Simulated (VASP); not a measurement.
# Cd15Te15Cl (a cell with a defect) in VASP: notebook, part 2 of 2

VASP 6.6.1.

### Step 3. Single point, PBE, collinear spin (atoms taken out, then relaxed in part)

Contents of INCAR:

```
SYSTEM = Cd15Te15Cl
PREC = Accurate
ENCUT = 400
EDIFF = 1E-6
ISMEAR = 0
SIGMA = 0.01
LREAL = Auto
LASPH = .True.
NELM = 200
ALGO = Normal
ISIF = 2
LWAVE = .False.
LCHARG = .False.
ISPIN = 2
MAGMOM = 0 0 0 0 0 0 0 0 0 0 0 0 0 0 0 0.75 0 0 0 0 0 0 0 0 0.75 0 0 0 0.75 0.75 0
LORBIT = 11
GGA = PE
NBANDS = 164
GGA_COMPAT = .False.
LUSENCCL = .False.
```

Contents of KPOINTS:

```
Automatic mesh
0
Gamma
  2 2 2
  0.5 0.5 0.5
```

Contents of POSCAR:

```
Cd15Te15Cl
1.0
   -6.6173732474      6.6173732474      6.6173732474
    6.6173732474     -6.6173732474      6.6173732474
    6.6173732474      6.6173732474     -6.6173732474
Cd Cl Te
15 1 15
Direct
   -0.0039954390      0.4861889173      0.4934867347
   -0.0009122733      0.7488335380      0.2485335704
    0.2371976672     -0.0065706802      0.7453299429
   -0.0039621771     -0.0063756268     -0.0145079684
    0.2374315173      0.2454073575      0.4933073088
    0.2525936047      0.5023293800      0.2550012764
    0.4994760221      0.7490172056      0.7484639734
    0.2525332707      0.7547172130      0.0020873614
    0.5070239373      0.0087190128      0.5084284905
    0.4994840478      0.2487105727      0.2487277262
    0.7441856481      0.4858617380      0.7454350567
    0.5055231104      0.5017144112      0.0015410854
    0.7590790882      0.7559274712      0.5082239351
    0.7588463773      0.0082753570      0.2554238050
    0.7442041398      0.2455633769     -0.0146483797
    0.2909771674      0.5406619859      0.0404625169
    0.2453138462      0.7427620498      0.7460961107
    0.2493170064     -0.0009247310      0.4989759304
    0.4934244232      0.2460560383     -0.0054523919
    0.2452642955      0.2461736837      0.2424945232
    0.4934390625      0.4948229633      0.7459060418
    0.5018099332      0.7512448313      0.4994833010
    0.7496501423     -0.0008416810     -0.0018559131
    0.5016648574     -0.0003781610      0.2508496182
    0.7664977024      0.2469173041      0.7465452445
    0.7496000006      0.4984943361      0.4989905418
   -0.0033875677      0.7427661870     -0.0054250814
    0.7498149501      0.7508219421      0.2505793747
   -0.0021767220      0.0150684093      0.7464956905
   -0.0021820391      0.2468389522      0.5142689892
   -0.0034668758      0.4948140619      0.2425195748
```

Potentials or basis: VASP PAW PBE potentials, release 64 (Cd, Cl, Te).

The run is started by

```console
$ cat potpaw_PBE.64/Cd/POTCAR potpaw_PBE.64/Cl/POTCAR potpaw_PBE.64/Te/POTCAR > POTCAR
$ mpirun -np 1 vasp_std > vasp.out
```

OUTCAR:

```text
SYSTEM = Cd15Te15Cl
   PREC = Accurate
   ENCUT = 400
   EDIFF = 1E-6
   ISMEAR = 0
   LREAL = Auto
   LASPH = .True.
   NELM = 200
   ISIF = 2
   ISPIN = 2
   LORBIT = 11
   GGA = PE

 ion  position               nearest neighbor table
   1  0.996  0.486  0.493-  30 2.84  26 2.89  17 2.90  31 2.91
   2  0.999  0.749  0.249-  18 2.87  28 2.87  27 2.88  31 2.88
   3  0.237  0.993  0.745-  29 2.84  18 2.89  19 2.90  17 2.91
   4  0.996  0.994  0.985-  29 2.84  23 2.90  20 2.90  27 2.91
   5  0.237  0.245  0.493-  30 2.84  18 2.89  21 2.90  20 2.91
   6  0.253  0.502  0.255-  16 2.78  22 2.84  31 2.86  20 2.86
   7  0.499  0.749  0.748-  23 2.87  22 2.87  17 2.88  21 2.88
   8  0.253  0.755  0.002-  16 2.78  24 2.84  27 2.86  17 2.86
   9  0.507  0.009  0.508-  25 2.82  18 2.88  22 2.90  24 2.90
  10  0.499  0.249  0.249-  26 2.87  24 2.87  19 2.88  20 2.88
  11  0.744  0.486  0.745-  25 2.84  26 2.90  27 2.90  21 2.91
  12  0.506  0.502  0.002-  16 2.79  28 2.84  19 2.86  21 2.86
  13  0.759  0.756  0.508-  29 2.82  26 2.88  22 2.90  28 2.90
  14  0.759  0.008  0.255-  30 2.82  23 2.88  24 2.90  28 2.90
  15  0.744  0.246  0.985-  25 2.84  23 2.90  31 2.90  19 2.91
  16  0.291  0.541  0.040-   8 2.78   6 2.78  12 2.79
  17  0.245  0.743  0.746-   8 2.86   7 2.88   1 2.90   3 2.91
  18  0.249  0.999  0.499-   2 2.87   9 2.88   5 2.89   3 2.89
  19  0.493  0.246  0.995-  12 2.86  10 2.88   3 2.90  15 2.91
  20  0.245  0.246  0.242-   6 2.86  10 2.88   4 2.90   5 2.91
[... 1499 lines left out ...]
    -6.617373247  6.617373247  6.617373247     0.000000000  0.075558682  0.075558682
     6.617373247 -6.617373247  6.617373247     0.075558682  0.000000000  0.075558682
     6.617373247  6.617373247 -6.617373247     0.075558682  0.075558682  0.000000000

 POSITION                                       TOTAL-FORCE (eV/Angst)
 -----------------------------------------------------------------------------------
     -0.10805      6.63923      6.54264        -0.014122     -0.021540      0.007303
     -0.01139      3.30066      9.92201         0.004086      0.010300      0.009464
      9.93639     -0.07214      3.21139        -0.010925     -0.002723     -0.018737
      6.50540      6.53734      6.64497        -0.011875      0.009361     -0.023042
      3.31718      3.21162     -0.06927        -0.011326     -0.018731     -0.002090
      3.34003      0.03484      3.30817        -0.000019      0.005148     -0.014141
[... 23 lines left out ...]
     -1.56640      8.37262      4.83325         0.008212      0.014715     -0.016763
     -1.71522      4.92490      8.26396         0.004440      0.015367      0.000219
 -----------------------------------------------------------------------------------
    total drift:                                0.023126     -0.009065     -0.008043

  FREE ENERGIE OF THE ION-ELECTRON SYSTEM (eV)
  ---------------------------------------------------
  free  energy   TOTEN  =       -73.8254123361 eV

  energy  without entropy=      -73.8235039849  energy(sigma->0) =      -73.82445816

 total charge

# of ion       s       p       d       tot
------------------------------------------
    1        0.464   0.273   9.528  10.264
    2        0.463   0.279   9.528  10.270
    3        0.464   0.273   9.528  10.265
    4        0.464   0.272   9.528  10.264
    5        0.464   0.273   9.528  10.265
    6        0.454   0.247   9.541  10.242
[... 23 lines left out ...]
   30        1.373   1.976   0.016   3.365
   31        1.357   2.017   0.017   3.390
--------------------------------------------------
tot         28.921  37.702 143.204 209.827

 magnetization (x)

# of ion       s       p       d       tot
------------------------------------------
    1       -0.001   0.002   0.003   0.005
    2       -0.001   0.001   0.002   0.002
    3       -0.001   0.002   0.003   0.004
    4       -0.001   0.003   0.003   0.005
    5       -0.001   0.002   0.003   0.004
    6       -0.000  -0.000   0.000  -0.000
[... 23 lines left out ...]
   30        0.004   0.104   0.000   0.108
   31        0.000   0.018   0.000   0.019
--------------------------------------------------
tot         -0.002   0.531   0.037   0.566
```

OSZICAR:

```text
N       E                     dE             d eps       ncg     rms          rms(c)
DAV:   1     0.163107236823E+04    0.16311E+04   -0.10548E+05  2632   0.118E+03
DAV:   2     0.373825662906E+02   -0.15937E+04   -0.15534E+04  2928   0.308E+02
DAV:   3    -0.750175280071E+02   -0.11240E+03   -0.11141E+03  2928   0.799E+01
DAV:   4    -0.774388745225E+02   -0.24213E+01   -0.24120E+01  2976   0.105E+01
DAV:   5    -0.774874092088E+02   -0.48535E-01   -0.48517E-01  2984   0.151E+00    0.191E+01
DAV:   6    -0.738328803277E+02    0.36545E+01   -0.89197E+00  2744   0.107E+01    0.160E+01
DAV:   7    -0.738005352649E+02    0.32345E-01   -0.35302E+00  2736   0.370E+00    0.712E+00
DAV:   8    -0.738206673551E+02   -0.20132E-01   -0.24193E-01  2832   0.179E+00    0.310E+00
DAV:   9    -0.738213210799E+02   -0.65372E-03   -0.29358E-02  2840   0.327E-01    0.133E+00
DAV:  10    -0.738239225156E+02   -0.26014E-02   -0.64670E-03  2744   0.247E-01    0.438E-01
DAV:  11    -0.738247693869E+02   -0.84687E-03   -0.23243E-03  2776   0.139E-01    0.176E-01
DAV:  12    -0.738251805126E+02   -0.41113E-03   -0.62269E-04  2856   0.513E-02    0.688E-02
DAV:  13    -0.738252933048E+02   -0.11279E-03   -0.76302E-05  2744   0.203E-02    0.410E-02
DAV:  14    -0.738253665557E+02   -0.73251E-04   -0.57483E-05  2752   0.148E-02    0.226E-02
DAV:  15    -0.738253980065E+02   -0.31451E-04   -0.23788E-05  2376   0.122E-02    0.136E-02
DAV:  16    -0.738254096780E+02   -0.11672E-04   -0.13179E-05  2256   0.708E-03    0.783E-03
DAV:  17    -0.738254113464E+02   -0.16684E-05   -0.25342E-06  2120   0.423E-03    0.390E-03
DAV:  18    -0.738254123361E+02   -0.98965E-06   -0.15168E-06  1992   0.292E-03
   1 F= -.73825412E+02 E0= -.73824458E+02  d E =-.190835E-02  mag=     1.0000
```

It took 3.3 min on 1 × NVIDIA H100 80GB with 1 thread of AMD EPYC 7R13 (Zen 3), shared host; peak memory 2.3 GiB.

What came out:

```yaml
Free_energy: -73.8254 eV
Pressure: -0.8 GPa
Largest_force: 0.028 eV/Å
Band_gap_on_the_k_mesh: zero (filled and empty bands overlap)
Net_moment: 1.00 μB per cell
Site_moments: Cd +0.01, +0.00, -0.00 (each value once); Cl +0.00; Te +0.02, +0.03, +0.01, +0.10, +0.11 (each value once) μB
Valence_electrons_inside_the_program's_atomic_spheres: Cd 10.26, 10.27, 10.24 (each value once); Cl 5.08; Te 3.39, 3.40, 3.37 (each value once)
```

Forces on the atoms (eV/Å):
```
Cd  -0.014 -0.022  0.007
Cd   0.004  0.010  0.009
Cd  -0.011 -0.003 -0.019
Cd  -0.012  0.009 -0.023
Cd  -0.011 -0.019 -0.002
Cd   0.000  0.005 -0.014
Cd   0.006  0.006 -0.011
Cd   0.001 -0.016  0.007
Cd  -0.005 -0.001 -0.001
Cd   0.007 -0.008  0.006
Cd   0.003 -0.019 -0.016
Cd  -0.010  0.000  0.001
Cd   0.000 -0.008  0.004
Cd   0.002  0.004 -0.009
Cd   0.007 -0.012 -0.022
Cl  -0.011 -0.003 -0.006
Te   0.004  0.009  0.004
Te   0.000 -0.008 -0.008
Te   0.000  0.013  0.016
Te   0.002  0.004  0.010
Te   0.004  0.011  0.013
Te  -0.004 -0.002  0.010
Te  -0.001 -0.001  0.016
Te   0.001  0.009 -0.001
Te  -0.008  0.005  0.012
Te   0.001  0.013 -0.001
Te   0.007  0.001  0.017
Te   0.019  0.006  0.003
Te   0.007 -0.015  0.012
Te   0.008  0.015 -0.017
Te   0.004  0.015  0.000
```

Caveat: the cell differs from its parent crystal (atoms taken out, then relaxed in part); spin-orbit coupling is left out, which moves the levels of the heavy elements.

### Step 4. Single point, PBE, collinear spin (atoms taken out, then relaxed in part)

Contents of INCAR:

```
PREC     = Accurate       # precision mode
ENCUT    = 400            # plane-wave cutoff, eV
EDIFF    = 1E-6           # SCF threshold, eV
ISMEAR   = 0              # smearing method
SIGMA    = 0.01           # smearing width, eV
LREAL    = Auto         
LASPH    = True           # aspherical terms in the spheres
NELM     = 200            # most SCF steps
ALGO     = Normal         # electronic algorithm
ISIF     = 2              # what is computed and relaxed
LWAVE    = False          # write WAVECAR
LCHARG   = False          # write CHGCAR
ISPIN    = 2              # spin polarisation
MAGMOM   = 0 0 0 0 0 0 0 0 0 0 0 0 0 0 0 0.5 0 0 0 0 0 0 0 0 0.5 0 0 0 0.5 0.5 0 # initial moments
LORBIT   = 11             # projections on sites
GGA      = PE             # functional
NBANDS   = 164            # bands
NELECT   = 278.0        
GGA_COMPAT= False        
LUSENCCL = False
```

KPOINTS is that of step 3.

Contents of POSCAR:

```
Cd15Te15Cl
1.0
   -6.6173732474      6.6173732474      6.6173732474
    6.6173732474     -6.6173732474      6.6173732474
    6.6173732474      6.6173732474     -6.6173732474
Cd Cl Te
15 1 15
Direct
   -0.0047309659      0.4802582859      0.4893240564
    0.0007920302      0.7497381882      0.2493526761
    0.2306638623     -0.0105518465      0.7439623389
   -0.0047389274     -0.0103407029     -0.0201030847
    0.2307074961      0.2442614390      0.4891420392
    0.2532506384      0.5024032606      0.2570674561
    0.5005194280      0.7496649264      0.7494708652
    0.2532616182      0.7571974546      0.0020750960
    0.5077648391      0.0123870501      0.5120128979
    0.5005433312      0.2498218261      0.2493018663
    0.7406026057      0.4801939247      0.7441514782
    0.5086495429      0.5022207232      0.0018682749
    0.7629350573      0.7566749774      0.5117831475
    0.7629254818      0.0121569523      0.2564249551
    0.7406407241      0.2444433349     -0.0200930256
    0.2942207904      0.5433195917      0.0429276159
    0.2450940680      0.7413183782      0.7448168917
    0.2488515645     -0.0000106841      0.4996763272
    0.4921382202      0.2448902186     -0.0062398128
    0.2451127225      0.2451260090      0.2409851010
    0.4921249161      0.4941107491      0.7445384817
    0.5034046423      0.7526231011      0.4999759022
    0.7507542921     -0.0001066085     -0.0023691500
    0.5033747972      0.0003013581      0.2522460664
    0.7698878714      0.2473487252      0.7470475921
    0.7507688031      0.4979298512      0.4995960094
   -0.0039665934      0.7413608805     -0.0060777984
    0.7511946316      0.7525537861      0.2522009047
   -0.0021297014      0.0188162416      0.7469215114
   -0.0020809520      0.2472925885      0.5184909527
   -0.0039874933      0.4942986608      0.2410207543
```

The run is started by

```console
$ cat potpaw_PBE.64/Cd/POTCAR potpaw_PBE.64/Cl/POTCAR potpaw_PBE.64/Te/POTCAR > POTCAR
$ mpirun -np 1 vasp_std > vasp.out
```

It took 2.5 min on 1 × NVIDIA H100 80GB with 1 thread of AMD EPYC 7R13 (Zen 3), shared host; peak memory 2.3 GiB.

Results (log left out):

- Free energy: -72.4870 eV
- Largest force: 0.028 eV/Å
- Net moment: 0.00 μB per cell
- Valence electrons inside the program's atomic spheres: Cd 10.27, 10.28, 10.25 (each value once); Cl 5.09; Te 3.40

Forces on the atoms (eV/Å):
```
Cd   0.003 -0.011  0.011
Cd   0.006 -0.002 -0.002
Cd  -0.010  0.011  0.005
Cd   0.004  0.012 -0.012
Cd  -0.010  0.004  0.011
Cd   0.008  0.008 -0.003
Cd  -0.002 -0.001  0.003
Cd   0.009 -0.005  0.008
Cd  -0.006 -0.009 -0.009
Cd  -0.001  0.003 -0.001
Cd   0.012 -0.014  0.003
Cd   0.002  0.005  0.005
Cd  -0.007 -0.006 -0.007
Cd  -0.008 -0.007 -0.005
Cd   0.012  0.001 -0.014
Cl  -0.009 -0.008 -0.010
Te  -0.001 -0.003  0.003
Te   0.000  0.007  0.004
Te  -0.003  0.000 -0.002
Te   0.002  0.002 -0.005
Te  -0.004 -0.003  0.002
Te  -0.001  0.003 -0.004
Te   0.006  0.007 -0.001
Te   0.000 -0.006  0.006
Te  -0.020  0.014  0.014
Te   0.009 -0.003  0.005
Te  -0.003 -0.004  0.001
Te  -0.006  0.002  0.000
Te   0.009 -0.017  0.017
Te   0.010  0.016 -0.017
Te  -0.002  0.003 -0.004
```

Levels at points of the mesh, in eV from the Fermi level:
Spin up:
| k point | band 135 | band 136 | band 137 | band 138 | band 139 | band 140 | band 141 | band 142 | band 143 | band 144 |
| --- | --- | --- | --- | --- | --- | --- | --- | --- | --- | --- |
| (0.25, 0.25, 0.25) | -0.25 | -0.25 | -0.25 | -0.06 | -0.06 | 1.77 | 1.98 | 1.98 | 2.20 | 2.81 |
Spin down:
| k point | band 137 | band 138 | band 139 | band 140 | band 141 | band 142 |
| --- | --- | --- | --- | --- | --- | --- |
| (0.25, 0.25, 0.25) | -0.25 | -0.06 | -0.06 | 1.77 | 1.98 | 1.98 |

Caveat: the cell carries a net charge on a neutralising background, which shifts energy and pressure; the cell differs from its parent crystal (atoms taken out, then relaxed in part); the cell is charged against a uniform background, so pressure and absolute levels hang on convention; spin-orbit coupling is left out, which moves the levels of the heavy elements.
